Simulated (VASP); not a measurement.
Wanted: the native input for a VASP 6.6.1 run.

```yaml
Task: single point
Functional: LDA
Potentials_or_basis: VASP PAW LDA potentials, release 64 (Al)
Cutoff: 520 eV
k_mesh: 12 × 12 × 6
Occupations: fermi-dirac, width 0.1 eV
Spin: no spin polarisation
Dipole_correction: no
Further_INCAR_settings: ALGO = Normal; EDIFF = 1e-06; NBANDS = 10
```

The structure of Al lies in POSCAR:

```
Al
1.0
    2.7353626476      0.0000000000      0.0000000000
   -1.3676813287      2.3688935413      0.0000000000
    0.0000000000      0.0000000000      4.7334439289
Al
2
Direct
    0.6666666667      0.3333333333      0.7500000000
    0.3333333333      0.6666666667      0.2500000000
```

The input as run:

INCAR

```
ALGO = Normal ; EDIFF = 1E-6
ENCUT = 520 ; ISIF = 2
ISMEAR = -1 ; LASPH = True
LCHARG = False ; LREAL = False
LWAVE = False ; NBANDS = 10
NELM = 60 ; PREC = Accurate
SIGMA = 0.1
```

KPOINTS

```
k-points
0
Gamma
  12 12 6
```

Potentials or basis: VASP PAW LDA potentials, release 64 (Al).

Command:

```console
$ cat potpaw_LDA.64/Al/POTCAR > POTCAR
$ mpirun -np 1 vasp_std > vasp.out
```

Results of the run:

The pressure is 3.6 GPa. The band gap on the k mesh is zero (band 3 reaches 12.39 eV, above the bottom of band 4 at 5.39 eV).

Wall time 16 s on 1 thread of Intel Xeon 8259CL (shared host), peak memory 0.13 GiB.
